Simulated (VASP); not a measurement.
LaFeGe:

```
La Ge Fe
1.0
     4.23181    0.00000    0.00000
    -2.11590    3.66485    0.00000
     0.00000    0.00000    4.28578
La Ge Fe
1 1 1
Cartesian
  0.0000 0.0000 0.0000
  2.1159 1.2216 2.1429
  0.0000 2.4432 2.1429
```

Program: VASP 6.6.1. Alike in all runs: task single point; potentials or basis VASP PAW PBE potentials, release 64 (La, Ge_d, Fe); spin collinear, ferromagnetic start; cell as given; k mesh 6 × 6 × 5; cutoff (eV) 520.

Q: Order these runs on this cell by their pressure, lowest first.
A. level PBE; fixed moment (μB) 6.0; smearing fermi-dirac 0.05 eV
B. level PBE; fixed moment (μB) 1.5; smearing fermi-dirac 0.05 eV
C. level PBEsol; smearing gaussian 0.01 eV
D. level PBE; fixed moment (μB) 3.0; smearing fermi-dirac 0.05 eV
E. level PBE; fixed moment (μB) 4.5; smearing fermi-dirac 0.05 eV

A: C (-3.9 GPa), B (-1.4 GPa), D (1.2 GPa), E (3.6 GPa), A (7.7 GPa).

Caveats: the total moment is fixed, so each spin has its own Fermi level (some runs); the PAW data sets were made with another functional, which shifts forces and pressure a little (some runs).
